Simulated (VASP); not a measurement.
Write the native input for VASP 6.6.1 that does the following.

```yaml
Task: single point
Functional: LDA
Potentials_or_basis: VASP PAW LDA potentials, release 64 (Ag, Cl)
Cutoff: 520 eV
k_mesh: 8 × 8 × 8
Occupations: gaussian, width 0.05 eV
Spin: no spin polarisation
Dipole_correction: no
Further_INCAR_settings: ALGO = Normal; EDIFF = 1e-07; NBANDS = 16
```

The structure of AgCl lies in POSCAR:

```
AgCl
1.0
    0.0000000000      2.7731500000      2.7731500000
    2.7731500000      0.0000000000      2.7731500000
    2.7731500000      2.7731500000      0.0000000000
Ag Cl
1 1
Direct
    0.4842237167      0.4842237167      0.5157762833
    0.0000000000      0.0000000000      0.0000000000
```

This cell differs from its parent crystal: all Ag atoms moved +0.087 Å, as atom 1 towards its neighbour atom 2 (Cl) at 2.773 Å.

One way to write it, as run:

INCAR

```
ALGO     = Normal         # electronic algorithm
EDIFF    = 1E-7           # SCF threshold, eV
ENCUT    = 520            # plane-wave cutoff, eV
GGA      = CA             # functional
ISIF     = 2              # what is computed and relaxed
ISMEAR   = 0              # smearing method
LASPH    = True           # aspherical terms in the spheres
LCHARG   = False          # write CHGCAR
LREAL    = False          # projectors in reciprocal space
LWAVE    = False          # write WAVECAR
NBANDS   = 16             # bands
NELM     = 60             # most SCF steps
PREC     = Accurate       # precision mode
SIGMA    = 0.05           # smearing width, eV
```

KPOINTS

```
k-points
0
Gamma
  8 8 8
```

Potentials or basis: VASP PAW LDA potentials, release 64 (Ag, Cl).

Command:

```console
$ cat potpaw_LDA.64/Ag/POTCAR potpaw_LDA.64/Cl/POTCAR > POTCAR
$ mpirun -np 1 vasp_std > vasp.out
```

Results of the run:

```json
{"Pressure": "-5.5 GPa", "Largest force": "0.056 eV/Å", "Band gap on the k mesh": "0.65 eV, indirect (least direct gap 2.70 eV)"}
```

Caveat: the cell differs from its parent crystal (all Ag atoms moved +0.087 Å, as atom 1 towards its neighbour atom 2 (Cl) at 2.773 Å).

It took 37 s on 1 thread of Intel(R) Xeon(R) Platinum 8488C (Sapphire Rapids), on a shared host, peak memory 0.17 GiB.
